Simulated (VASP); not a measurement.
# Si5S (P-6m2) in VASP: relaxation of cell and atoms with PBE

Aim: the relaxation of cell and atoms of Si5S with PBE.

Program: VASP 6.6.1. These are calculated values, not measurements. Logs are shortened: lines on timing, memory, paths and dates and some standing lists are left out, and cuts for length are marked.

### Step 1. The cell of the first run

The structure is hexagonal, space group P-6m2 (No. 187). The conventional cell has a = 2.744 Å, b = 2.744 Å, c = 13.574 Å, α = 90.00°, β = 90.00°, γ = 120.00°. Within 3.5 Å of Si (site symmetry 3m) lie 3 S at 2.68 Å and 9 Si at 2.74 to 2.82 Å. Si (site symmetry 3m) has 12 Si at 2.74 to 2.82 Å within 3.6 Å. Within 3.6 Å of Si (site symmetry -6m2) lie 12 Si at 2.74 to 2.79 Å. S (site symmetry -6m2) has 6 Si at 2.68 Å and 6 S at 2.74 Å within 3.5 Å.

The cell was generated, and may not be a known phase.

### Step 2. Relaxation of cell and atoms, PBE

File INCAR:

```
SYSTEM = Si5S
  PREC = Accurate
  ENCUT = 600
  EDIFF = 1E-7
  ISMEAR = 0
  SIGMA = 0.1
  LREAL = .False.
  LASPH = .True.
  NELM = 100
  ALGO = Normal
  ISIF = 3
  LWAVE = .False.
  LCHARG = .False.
  GGA = PE
  IBRION = 2
  NSW = 100
  EDIFFG = -0.01
```

File KPOINTS:

```
Automatic mesh
0
Gamma
  18 18 4
  0 0 0
```

File POSCAR:

```
Si5S
1.0
    2.7441510144      0.0000000000      0.0000000000
   -1.3720755072      2.3765044903      0.0000000000
    0.0000000000      0.0000000000     13.5739488692
Si S
5 1
Direct
    0.6666666667      0.3333333333      0.8404308781
    0.0000000000      0.0000000000      0.6688671678
    0.6666666667      0.3333333333      0.5000000000
    0.0000000000      0.0000000000      0.3311328322
    0.6666666667      0.3333333333      0.1595691219
    0.0000000000      0.0000000000      0.0000000000
```

Potentials or basis: VASP PAW PBE potentials, release 64 (Si, S).

Command:

```bash
cat potpaw_PBE.64/Si/POTCAR potpaw_PBE.64/S/POTCAR > POTCAR
mpirun -np 1 vasp_std > vasp.out
```

OUTCAR:

```text
SYSTEM = Si5S
   PREC = Accurate
   ENCUT = 600
   EDIFF = 1E-7
   ISMEAR = 0
   LREAL = .False.
   LASPH = .True.
   NELM = 100
   ISIF = 3
   GGA = PE
   IBRION = 2
   NSW = 100
   EDIFFG = -0.01

 ion  position               nearest neighbor table
   1  0.667  0.333  0.840-   6 2.68   6 2.68   6 2.68   2 2.82   2 2.82   2 2.82
   2  0.000  0.000  0.669-   3 2.79   3 2.79   3 2.79   1 2.82   1 2.82   1 2.82
   3  0.667  0.333  0.500-   2 2.79   4 2.79   2 2.79   4 2.79   2 2.79   4 2.79
   4  0.000  0.000  0.331-   3 2.79   3 2.79   3 2.79   5 2.82   5 2.82   5 2.82
   5  0.667  0.333  0.160-   6 2.68   6 2.68   6 2.68   4 2.82   4 2.82   4 2.82
   6  0.000  0.000  0.000-   1 2.68   5 2.68   1 2.68   5 2.68   1 2.68   5 2.68

  LATTYP: Found a hexagonal cell.
 ALAT       =     2.7441510144
 C/A-ratio  =     4.9465021415

  Lattice vectors:

 A1 = (   2.7441510144,   0.0000000000,   0.0000000000)
 A2 = (  -1.3720755072,   2.3765044903,   0.0000000000)
 A3 = (   0.0000000000,   0.0000000000,  13.5739488692)

Analysis of symmetry for initial positions (statically):
=====================================================================
 Subroutine PRICEL returns:
 Original cell was already a primitive cell.

 Routine SETGRP: Setting up the symmetry group for a
 hexagonal supercell.

 Subroutine GETGRP returns: Found 12 space group operations
 (whereof 12 operations were pure point group operations)
 out of a pool of 24 trial point group operations.

The static configuration has the point symmetry D_3h.

Analysis of symmetry for dynamics (positions and initial velocities):
=====================================================================
 Subroutine PRICEL returns:
 Original cell was already a primitive cell.

 Routine SETGRP: Setting up the symmetry group for a
 hexagonal supercell.

 Subroutine GETGRP returns: Found 12 space group operations
 (whereof 12 operations were pure point group operations)
 out of a pool of 24 trial point group operations.

The dynamic configuration has the point symmetry D_3h.

 Subroutine INISYM returns: Found 12 space group operations
 (whereof 12 operations are pure point group operations),
 and found     1 'primitive' translations

----------------------------------------------------------------------------------------

                                     Primitive cell

  volume of cell :      88.5223

  direct lattice vectors                    reciprocal lattice vectors
     2.744151014  0.000000000  0.000000000     0.364411432  0.210393038  0.000000000
    -1.372075507  2.376504490  0.000000000     0.000000000  0.420786076  0.000000000
     0.000000000  0.000000000 13.573948869     0.000000000  0.000000000  0.073670529

  length of vectors
     2.744151014  2.744151014 13.573948869     0.420786076  0.420786076  0.073670529

  position of ions in fractional coordinates (direct lattice)
     0.666666667  0.333333333  0.840430878
     0.000000000  0.000000000  0.668867168
     0.666666667  0.333333333  0.500000000
     0.000000000  0.000000000  0.331132832
     0.666666667  0.333333333  0.159569122
     0.000000000  0.000000000  0.000000000

  ion indices of the primitive-cell ions
   primitive index   ion index
                 1           1
                 2           2
                 3           3
                 4           4
                 5           5
                 6           6

----------------------------------------------------------------------------------------

 KPOINTS: Automatic mesh

Automatic generation of k-mesh.
 Grid dimensions read from file:
 generate k-points for:   18   18    4

 Generating k-lattice:

  Cartesian coordinates                     Fractional coordinates (reciprocal lattice)
     0.020245080  0.011688502  0.000000000     0.055555556 -0.000000000  0.000000000
     0.000000000  0.023377004  0.000000000     0.000000000  0.055555556  0.000000000
     0.000000000  0.000000000  0.018417632     0.000000000  0.000000000  0.250000000

  Length of vectors
     0.023377004  0.023377004  0.018417632

  Shift w.r.t. Gamma in fractional coordinates (k-lattice)
     0.000000000  0.000000000  0.000000000

 Subroutine IBZKPT returns following result:
 ===========================================

 Found    111 irreducible k-points:

 Following reciprocal coordinates:
            Coordinates               Weight
  0.000000  0.000000  0.000000      1.000000
  0.055556  0.000000  0.000000      6.000000
  0.111111  0.000000  0.000000      6.000000
  0.166667  0.000000  0.000000      6.000000
  0.222222  0.000000  0.000000      6.000000
  0.277778 -0.000000  0.000000      6.000000
[... 16 lines left out ...]
  0.333333  0.111111  0.000000     12.000000
  0.388889  0.111111  0.000000     12.000000
 [... further k-points ...]
   k-points           NKPTS =    111   k-points in BZ     NKDIM =    111   number of bands    NBANDS=     17
   number of dos      NEDOS =    301   number of ions     NIONS =      6
   total plane-waves  NPLWV =  62208
   dimension x,y,z NGX =    24 NGY =   24 NGZ =  108
   dimension x,y,z NGXF=    48 NGYF=   48 NGZF=  216
   ions per type =               5   1
   NGX,Y,Z   is equivalent  to a cutoff of  14.54, 14.54, 13.23 a.u.
   NGXF,Y,Z  is equivalent  to a cutoff of  29.08, 29.08, 26.45 a.u.
 SYSTEM =  Si5S
   PREC   = accura    normal or accurate (medium, high low for compatibility)
   ISTART =      0    job   : 0-new  1-cont  2-samecut
   ICHARG =      2    charge: 1-file 2-atom 10-const
   ISPIN  =      1    spin polarized calculation?
   LNONCOLLINEAR =      F non collinear calculations
   LSORBIT =      F    spin-orbit coupling
   LASPH  =      T    aspherical Exc in radial PAW
   ENCUT  =  600.0 eV  44.10 Ry    6.64 a.u.   5.48  5.48 27.11*2*pi/ulx,y,z
   NELM   =    100;   NELMIN=  2; NELMDL= -5     # of ELM steps
   EDIFF  = 0.1E-06   stopping-criterion for ELM
   LREAL  =      F    real-space projection
   EDIFFG = -.1E-01   stopping-criterion for IOM
   NSW    =    100    number of steps for IOM
   IBRION =      2    ionic relax: 0-MD 1-quasi-New 2-CG
   NFREE  =      1    steps in history (QN), initial steepest desc. (CG)
   ISIF   =      3    stress and relaxation
   ISYM   =      2    0-nonsym 1-usesym 2-fastsym
   POTIM  = 0.5000    time-step for ionic-motion
   TEBEG  =    0.0;   TEEND  =   0.0 temperature during run
   PSTRESS=    0.0 pullay stress
   NELECT =      26.0000    total number of electrons
   NUPDOWN=      -1.0000    fix difference up-down
   EMIN   =  10.00;   EMAX   =-10.00  energy-range for DOS
   EFERMI =   0.00;   METHOD = LEGACY
   ISMEAR =     0;   SIGMA  =   0.10  broadening in eV -4-tet -1-fermi 0-gaus
   EFERMI_NEDOS =   21; number of points for ismear=-14 and -15
   IALGO  =     38    algorithm
   IMIX   =      4    mixing-type and parameters
     AMIX     =   0.40;   BMIX     =  1.00
     AMIX_MAG =   1.60;   BMIX_MAG =  1.00
  volume/ion in A,a.u.               =      14.75        99.56
  Fermi-wavevector in a.u.,A,eV,Ry     =   1.088216  2.056430 16.112202  1.184213
  Thomas-Fermi vector in A             =   2.224392
   LORBIT       =      0    0 simple, 1 ext, 2 COOP (PROOUT), +10 PAW based schemes
   GGA     = PE    functional components
   LHFCALC =     F    Hartree Fock is set to
   AEXX    =    0.0000 exact exchange contribution
   IVDW    =     0    specifies the selected vdW correction
   LEPSILON=     F    determine dielectric tensor
   LRPA    =     F    only Hartree local field effects (RPA)
 conjugate gradient relaxation of ions
 non-spin polarized calculation
 Gauss-broadening in eV      SIGMA  =   0.10
  energy-cutoff  :      600.00
  volume of cell :       88.52
 maximum number of plane-waves:      3054
 NGX is ok and might be reduce to    24
   NGX = 11   NGY = 11   NGZ = 55

--------------------------------------- Ionic step        1  -------------------------------------------

 number of electron      26.0000000 magnetization

 Free energy of the ion-electron system (eV)
  ---------------------------------------------------
  ext. energy  EPLUGINS =         0.00000000
  ---------------------------------------------------
  free energy    TOTEN  =       -27.54529069 eV

  energy without entropy =      -27.53071770  energy(sigma->0) =      -27.53800420

------------------------ aborting loop because EDIFF is reached ----------------------------------------

  FORCE on cell =-STRESS in cart. coord.  units (eV):
  Direction    XX          YY          ZZ          XY          YZ          ZX
  --------------------------------------------------------------------------------------
  -------------------------------------------------------------------------------------
  Total        1.2668952      1.2668952     -1.7382446      0.0000000      0.0000000     -0.0000000
  in kB       22.9297020     22.9297020    -31.4607176      0.0000000      0.0000000     -0.0000000
  external PRESSURE =       4.7995621 kB  Pullay stress =       0.0000000 kB
[... 101 lines left out ...]
  FREE ENERGIE OF THE ION-ELECTRON SYSTEM (eV)
  ---------------------------------------------------
  free  energy   TOTEN  =       -27.7342879442 eV

  energy  without entropy=      -27.7216850912  energy(sigma->0) =      -27.72798652

[... ionic steps 4 to 17 ...]

--------------------------------------- Ionic step       18  -------------------------------------------

 number of electron      26.0000003 magnetization

------------------------ aborting loop because EDIFF is reached ----------------------------------------
[... 75 lines left out ...]
--------------------------------------- Ionic step       20  -------------------------------------------

 number of electron      26.0000003 magnetization

 Free energy of the ion-electron system (eV)
  ---------------------------------------------------
  ext. energy  EPLUGINS =         0.00000000
  ---------------------------------------------------
  free energy    TOTEN  =       -29.05765125 eV

  energy without entropy =      -29.04906043  energy(sigma->0) =      -29.05335584

 E-fermi :   8.1679     XC(G=0): -10.5265

 val. band max:        8.1529551018   @ k =   0.4444   0.1111   0.2500
 cond. band min:       8.1891362368   @ k =   0.0556   0.0556   0.2500
 fundamental gap:      0.0361811350
 Fermi energy:         8.1678662887

 k-point     1 :       0.0000    0.0000    0.0000
  band No.  band energies     occupation
      1      -6.8128      2.00000
      2      -4.8586      2.00000
      3      -3.8410      2.00000
      4      -0.1507      2.00000
      5       0.7969      2.00000
      6       6.2566      2.00000
[... 457 lines left out ...]
      4      -0.2963      2.00000
      5       0.7731      2.00000
      6       1.3223      2.00000
[... 9 lines left out ...]
     16       9.7166      0.00000
     17      10.7921      0.00000

 [... further k-points ...]
[... 5 lines left out ...]
  --------------------------------------------------------------------------------------
  -------------------------------------------------------------------------------------
  Total       -0.0024759     -0.0024759      0.0037825      0.0000000      0.0000000     -0.0000000
  in kB       -0.0400250     -0.0400250      0.0611475      0.0000000      0.0000000     -0.0000000
  external PRESSURE =      -0.0063008 kB  Pullay stress =       0.0000000 kB
[... 21 lines left out ...]
  FREE ENERGIE OF THE ION-ELECTRON SYSTEM (eV)
  ---------------------------------------------------
  free  energy   TOTEN  =       -29.0576512466 eV

  energy  without entropy=      -29.0490604265  energy(sigma->0) =      -29.05335584

 reached required accuracy - stopping structural energy minimisation
```

Wall time 22 min (1 thread of Intel Xeon 6975P-C (Granite Rapids), shared host); peak memory 0.37 GiB.

What came out:

* Free energy: -29.0577 eV
* Relaxed volume: 16.52 Å³/atom
* Relaxed cell: a = 3.472 Å, b = 3.472 Å, c = 9.493 Å, α = 90.00°, β = 90.00°, γ = 120.00°
* Space group after relaxing (to 0.1 Å): P-6m2 (No. 187)
* Energy gained by relaxing: 252.1 meV/atom
* Ionic steps: 20
* Pressure after relaxing: 0.0 GPa
* Largest force after relaxing: 0.008 eV/Å
* Band gap on the k mesh: zero (bands 13 and 14 overlap by 2.87 eV)

Forces in eV/Å, atoms in the order of the input:
```
Si   0.000  0.000  0.006
Si   0.000  0.000  0.008
Si   0.000  0.000  0.000
Si   0.000  0.000 -0.008
Si   0.000  0.000 -0.006
S    0.000  0.000  0.000
```

The path:
```tsv
step	energy change (eV)	largest force (eV/Å)	pressure (GPa)	volume (Å³)
1	0.0000	0.0569	0.48	88.52
2	-0.0497	0.0180	-0.05	89.07
3	-0.1890	0.3483	-1.07	90.52
4	-0.5444	0.6741	-1.38	92.45
5	-0.9125	1.6888	6.29	91.86
6	-1.1524	1.2012	2.31	92.75
7	-1.1853	1.1793	1.62	94.00
8	-1.2166	1.2193	0.71	95.84
9	-1.2431	1.2131	-0.90	99.41
10	-1.3242	0.9741	-0.93	99.47
11	-1.4650	0.4737	-0.57	99.67
12	-1.4765	0.4518	-0.28	99.74
13	-1.4929	0.3423	-0.04	99.41
14	-1.5082	0.0642	0.78	98.54
15	-1.5088	0.0723	0.61	98.70
16	-1.5115	0.0302	-0.41	99.65
17	-1.5118	0.0404	-0.17	99.42
18	-1.5122	0.0293	-0.06	99.24
19	-1.5123	0.0207	0.01	99.10
20	-1.5124	0.0082	0.00	99.11
```

Final structure:
```
CELL_PARAMETERS angstrom
3.47205 0.00000 0.00000
-1.73602 3.00688 0.00000
0.00000 0.00000 9.49319
ATOMIC_POSITIONS crystal
Si 0.66667 0.33333 0.81349
Si 0.00000 0.00000 0.65831
Si 0.66667 0.33333 0.50000
Si 0.00000 0.00000 0.34169
Si 0.66667 0.33333 0.18651
S 0.00000 0.00000 0.00000
```

Levels at points of the mesh, in eV from the Fermi level:
| k point | band 11 | band 12 | band 13 | band 14 | band 15 | band 16 |
| --- | --- | --- | --- | --- | --- | --- |
| (0.00, 0.00, 0.00) | -0.04 | 1.04 | 1.04 | 2.59 | 3.00 | 3.00 |
| (0.50, 0.00, 0.00) | -2.67 | -2.06 | -1.15 | 0.11 | 0.75 | 1.32 |
| (0.00, 0.00, 0.50) | 0.71 | 1.43 | 1.43 | 2.22 | 3.01 | 3.01 |
| (0.50, 0.00, 0.50) | -2.15 | -1.74 | -0.36 | 0.33 | 0.34 | 0.60 |

Caveat: a cell axis changed by over 15 % at a fixed basis, so the end point is rough.

The gap in the log of VASP goes by the Fermi energy; the results here count the filled bands.